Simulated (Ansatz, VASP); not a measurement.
One calculation of Pt, two programs

```
Pt
1.0
     2.75623    0.00000    0.00000
    -1.37811    2.38696    0.00000
     0.00000    0.00000   13.73546
Pt
6
Direct
  0.00000 0.00000 0.00000
  0.33333 0.66667 0.16741
  0.66667 0.33333 0.33259
  0.00000 0.00000 0.50000
  0.66667 0.33333 0.66741
  0.33333 0.66667 0.83259
```

Alike in both runs: functional PBEsol; k mesh 18 × 18 × 4; occupations gaussian, width 0.1 eV; no spin polarisation.

Ansatz relaxed the structure, and its values are those at the end. VASP's run is a single point on that final structure, the one shown.

|  | VASP | Ansatz |
| --- | --- | --- |
| version | VASP 6.6.1 | Ansatz 0.2.0 |
| potentials or method | VASP PAW PBE potentials, release 64 (Pt), cutoff 520 eV | scalar-relativistic, plane waves, PAW |
| valence electrons in the cell | 60 | 108 |

|  | VASP | Ansatz | Ansatz less VASP |
| --- | --- | --- | --- |
| gap on the k mesh at the Fermi level (eV) | none | none | - |
| pressure (GPa) | -0.4 | 0.0 | +0.37 |

VASP's potentials were made for PBE, not for PBEsol. A gap of «none» marks a metal or a gap that the smearing closes. The functional is the same, so the differences come from potentials, cutoffs and numerics. VASP's potentials hold 60 valence electrons a cell and Ansatz's 108, so a difference there can come from the potentials and not from the codes.

Neither program's run includes spin-orbit coupling.
